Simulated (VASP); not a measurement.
# Pt: single point with PBE

Crystal: Pt.

```
Pt
1.0
     2.83437    0.00000    0.00000
    -1.41719    2.45464    0.00000
     0.00000    0.00000    6.79069
Pt
3
Cartesian
  0.0000 0.0000 0.0000
  0.0000 1.6364 2.2636
  1.4172 0.8182 4.5271
```

* Program: VASP 6.6.1
* Task: single point
* Functional: PBE
* Potentials or basis: VASP PAW PBE potentials, release 64 (Pt)
* Cutoff: 520 eV
* k mesh: 18 × 18 × 8
* Occupations: methfessel-paxton, width 0.1 eV
* Spin: no spin polarisation
* Dipole correction: no
* Further INCAR settings: ALGO = Fast; EDIFF = 1e-07; NBANDS = 22

| Item | Value |
| --- | --- |
| Pressure | -2.1 GPa |
| Band gap on the k mesh | zero (bands 15 and 16 overlap by 1.77 eV) |

Stress tensor (GPa, compression positive):
```
-2.88  0.00  0.00
 0.00 -2.88  0.00
 0.00  0.00 -0.49
```

Levels at points of the mesh, in eV from the Fermi level:
```
           k point  band 12  band 13  band 14  band 15  band 16  band 17  band 18  band 19
(0.00, 0.00, 0.00)    -2.97    -1.51    -1.51    -0.80    -0.80    -0.80    -0.80    10.41
(0.50, 0.00, 0.00)     0.00     0.00     0.44     0.47     1.87     2.37     2.37     6.19
(0.00, 0.00, 0.50)    -1.68    -1.68    -1.68    -1.68    -0.11     0.08     0.08     5.83
(0.50, 0.00, 0.50)    -0.35    -0.06     0.09     0.16     0.16     2.87     2.87     5.43
```

Run time: 2 min on 1 thread of Intel(R) Xeon(R) 6975P-C (Granite Rapids), on a shared host, peak memory 0.34 GiB.

Caveat: spin-orbit coupling is left out, which moves the levels of the heavy elements.
